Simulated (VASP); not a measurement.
# Mg (Im-3m) in VASP: a series of runs, part 2 of 2

VASP 6.6.1. Earlier steps stand in the parts before.

## 5. Single point, r2SCAN (volume scaled by 1.040)

File POSCAR:

```
Mg
1.0
   -1.8027597833      1.8027597833      1.8027597833
    1.8027597833     -1.8027597833      1.8027597833
    1.8027597833      1.8027597833     -1.8027597833
Mg
1
Direct
    0.0000000000      0.0000000000      0.0000000000
```

File INCAR.step1:

```
SYSTEM = Mg
PREC = Accurate
ENCUT = 520
ISMEAR = 0
SIGMA = 0.05
LREAL = .FALSE.
LASPH = .TRUE.
NELM = 80
NBANDS = 7
GGA = PE
ALGO = Normal
EDIFF = 1E-4
LWAVE = .TRUE.
LCHARG = .FALSE.
```

File INCAR.step2:

```
SYSTEM = Mg
PREC = Accurate
ENCUT = 520
EDIFF = 1E-6
ISMEAR = 0
SIGMA = 0.05
LREAL = .FALSE.
LASPH = .TRUE.
NELM = 80
ALGO = Normal
ISIF = 2
LWAVE = .FALSE.
LCHARG = .FALSE.
METAGGA = R2SCAN
LMIXTAU = .TRUE.
NBANDS = 7
ISTART = 1
```

File KPOINTS:

```
regular mesh
0
G
  18 18 18
  0 0 0
```

Potentials or basis: VASP PAW PBE potentials, release 64 (Mg).

Command:

```
> cat potpaw_PBE.64/Mg/POTCAR > POTCAR
> cp INCAR.step1 INCAR
> mpirun -np 1 vasp_std > vasp.out
> cp INCAR.step2 INCAR
> mpirun -np 1 vasp_std > vasp.out
```

OUTCAR:

```text
SYSTEM = Mg
   PREC = Accurate
   ENCUT = 520
   EDIFF = 1E-6
   ISMEAR = 0
   LREAL = .FALSE.
   LASPH = .TRUE.
   NELM = 80
   ISIF = 2
   METAGGA = R2SCAN
   ISTART = 1

 ion  position               nearest neighbor table
   1  0.000  0.000  0.000-

  LATTYP: Found a body centered cubic cell.
 ALAT       =     3.6055195666

  Lattice vectors:

 A1 = (  -1.8027597833,   1.8027597833,   1.8027597833)
 A2 = (   1.8027597833,  -1.8027597833,   1.8027597833)
 A3 = (   1.8027597833,   1.8027597833,  -1.8027597833)

Analysis of symmetry for initial positions (statically):
=====================================================================
 Subroutine PRICEL returns:
 Original cell was already a primitive cell.

 Routine SETGRP: Setting up the symmetry group for a
 body centered cubic supercell.

 Subroutine GETGRP returns: Found 48 space group operations
 (whereof 48 operations were pure point group operations)
 out of a pool of 48 trial point group operations.

The static configuration has the point symmetry O_h .

Analysis of symmetry for dynamics (positions and initial velocities):
=====================================================================
 Subroutine PRICEL returns:
 Original cell was already a primitive cell.

 Routine SETGRP: Setting up the symmetry group for a
 body centered cubic supercell.

 Subroutine GETGRP returns: Found 48 space group operations
 (whereof 48 operations were pure point group operations)
 out of a pool of 48 trial point group operations.

The dynamic configuration has the point symmetry O_h .

 Subroutine INISYM returns: Found 48 space group operations
 (whereof 48 operations are pure point group operations),
 and found     1 'primitive' translations

----------------------------------------------------------------------------------------

                                     Primitive cell

  volume of cell :      23.4355

[... 100 lines left out ...]
   EFERMI =   0.00;   METHOD = LEGACY
   ISMEAR =     0;   SIGMA  =   0.05  broadening in eV -4-tet -1-fermi 0-gaus
   EFERMI_NEDOS =   21; number of points for ismear=-14 and -15
   IALGO  =     38    algorithm
   IMIX   =      4    mixing-type and parameters
     AMIX     =   0.40;   BMIX     =  1.00
     AMIX_MAG =   1.60;   BMIX_MAG =  1.00
  volume/ion in A,a.u.               =      23.44       158.15
  Fermi-wavevector in a.u.,A,eV,Ry     =   0.720765  1.362048  7.068255  0.519502
  Thomas-Fermi vector in A             =   1.810301
   LORBIT       =      0    0 simple, 1 ext, 2 COOP (PROOUT), +10 PAW based schemes
   METAGGA = R2SCAN    functional components
   LHFCALC =     F    Hartree Fock is set to
   AEXX    =    0.0000 exact exchange contribution
   IVDW    =     0    specifies the selected vdW correction
   LEPSILON=     F    determine dielectric tensor
   LRPA    =     F    only Hartree local field effects (RPA)
 non-spin polarized calculation
 Gauss-broadening in eV      SIGMA  =   0.05
  energy-cutoff  :      520.00
  volume of cell :       23.44
 maximum number of plane-waves:       646
   NGX = 11   NGY = 11   NGZ = 11

 number of electron       2.0000000 magnetization

 Free energy of the ion-electron system (eV)
  ---------------------------------------------------
  ext. energy  EPLUGINS =         0.00000000
  ---------------------------------------------------
  free energy    TOTEN  =        -4.11489647 eV

  energy without entropy =       -4.11415458  energy(sigma->0) =       -4.11452552

 E-fermi :   2.5637     XC(G=0):  -8.9733

 val. band max:        2.5548011128   @ k =   0.3889   0.1667   0.0000
 cond. band min:       2.5646942817   @ k =  -0.4444   0.5000   0.1111
 fundamental gap:      0.0098931689
 Fermi energy:         2.5636621752

 k-point     1 :       0.0000    0.0000    0.0000
  band No.  band energies     occupation
      1      -4.7524      2.00000
      2      16.3199      0.00000
      3      16.3199      0.00000
      4      16.3199      0.00000
      5      18.4555      0.00000
      6      18.6240      0.00000
      7      18.6616      0.00000
[... 221 lines left out ...]
 k-point    24 :       0.3889    0.1111    0.0000
  band No.  band energies     occupation
      1       0.2158      2.00000
      2       2.9450      0.00000
      3       9.2699      0.00000
      4      12.0144      0.00000
      5      14.6633      0.00000
      6      17.2427      0.00000
      7      20.9273      0.00000

 [... further k-points ...]
[... 5 lines left out ...]
  --------------------------------------------------------------------------------------
  -------------------------------------------------------------------------------------
  Total       -0.2431730     -0.2431730     -0.2431730      0.0000000      0.0000000      0.0000000
  in kB      -16.6246448    -16.6246448    -16.6246448      0.0000000      0.0000000      0.0000000
  external PRESSURE =     -16.6246448 kB  Pullay stress =       0.0000000 kB

 VOLUME and BASIS-vectors are now :
 -----------------------------------------------------------------------------
  energy-cutoff  :      520.00
  volume of cell :       23.44
      direct lattice vectors                 reciprocal lattice vectors
    -1.802759783  1.802759783  1.802759783     0.000000000  0.277352537  0.277352537
     1.802759783 -1.802759783  1.802759783     0.277352537  0.000000000  0.277352537
     1.802759783  1.802759783 -1.802759783     0.277352537  0.277352537  0.000000000

 POSITION                                       TOTAL-FORCE (eV/Angst)
 -----------------------------------------------------------------------------------
      0.00000      0.00000      0.00000        -0.000000      0.000000      0.000000
 -----------------------------------------------------------------------------------
    total drift:                                0.000000     -0.000000      0.000000

  FREE ENERGIE OF THE ION-ELECTRON SYSTEM (eV)
  ---------------------------------------------------
  free  energy   TOTEN  =        -4.1148964680 eV

  energy  without entropy=       -4.1141545755  energy(sigma->0) =       -4.11452552
```

OUTCAR.step1:

```text
SYSTEM = Mg
   PREC = Accurate
   ENCUT = 520
   ISMEAR = 0
   LREAL = .FALSE.
   LASPH = .TRUE.
   NELM = 80
[... 456 lines left out ...]
 -----------------------------------------------------------------------------------
      0.00000      0.00000      0.00000        -0.000000      0.000000      0.000000
 -----------------------------------------------------------------------------------
    total drift:                                0.000000      0.000000      0.000000

  FREE ENERGIE OF THE ION-ELECTRON SYSTEM (eV)
  ---------------------------------------------------
  free  energy   TOTEN  =        -1.4764777568 eV

  energy  without entropy=       -1.4758829046  energy(sigma->0) =       -1.47618033
```

Wall time 43 s (1 thread of Intel Xeon Platinum 8488C (Sapphire Rapids), shared host); peak memory 0.16 GiB.

What came out:

```yaml
Free_energy: -4.1149 eV
Pressure: -1.7 GPa
Band_gap_on_the_k_mesh: zero (band 1 reaches 6.62 eV, above the bottom of band 2 at 1.69 eV)
```

Caveat: the PAW data sets were made with another functional, which shifts forces and pressure a little.

## 6. The runs side by side

| cell | k mesh | gap on the mesh (eV) | pressure (GPa) |
| --- | --- | --- | --- |
| a = 3.040 Å, angles 109.5°, 1 atom | 18 × 18 × 18 | none | 1.4 |
| a = 3.082 Å, angles 109.5°, 1 atom | 18 × 18 × 18 | none | -0.3 |
| a = 2.812 Å, angles 109.5°, 1 atom | 20 × 20 × 20 | none | 17.7 |
| a = 3.122 Å, angles 109.5°, 1 atom | 18 × 18 × 18 | none | -1.7 |

Alike in all rows: task single point; level r2SCAN; potentials or basis VASP PAW PBE potentials, release 64 (Mg); no spin polarisation; cutoff (eV) 520; smearing gaussian 0.05 eV.

Caveats: the PAW data sets were made with another functional, which shifts forces and pressure a little.

Total energies depend on the potentials used, so only differences within one code and one set of settings carry meaning.
